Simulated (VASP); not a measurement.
A run of VASP 6.6.1 is set up as follows.

File INCAR:

```
ALGO = Normal ; EDIFF = 1E-6
ENCUT = 520 ; GGA = PE
ISIF = 2 ; ISMEAR = 0
LASPH = T ; LCHARG = T
LELF = T ; LREAL = F
LVHAR = T ; LWAVE = F
NBANDS = 26 ; NELM = 60
PREC = Accurate ; SIGMA = 0.05
```

Contents of KPOINTS:

```
k-points
0
Gamma
  8 6 4
```

File POSCAR:

```
AlN
1.0
   -3.3134793387      0.0000000000      0.0000000000
    0.0000000000      0.0000000000     -4.1875902400
    0.0000000000     -5.7391145645      0.0000000000
Al N
4 4
Direct
    0.5444246017      0.2346278035      0.1666666667
   -0.0444246017      0.2346278035      0.6666666667
    0.0444246017      0.7346278035      0.3333333333
    0.4555753983      0.7346278035      0.8333333333
    0.5428032807      0.7796113022      0.1666666667
   -0.0428032807      0.7796113022      0.6666666667
    0.0428032807      0.2796113022      0.3333333333
    0.4571967193      0.2796113022      0.8333333333
```

Potentials or basis: VASP PAW PBE potentials, release 64 (Al, N).

The run is started by

```bash
$ cat potpaw_PBE.64/Al/POTCAR potpaw_PBE.64/N/POTCAR > POTCAR
$ mpirun -np 1 vasp_std > vasp.out
```

(1) Predict the largest force.

(2) Predict the band gap on the k mesh.

## Answers

(1) 0.782 eV/Å.

(2) 3.34 eV, direct.

Caveat: the cell differs from its parent crystal (mode 4 frozen in at -0.147 Å and mode 5 at -0.124 Å (largest displacements)).
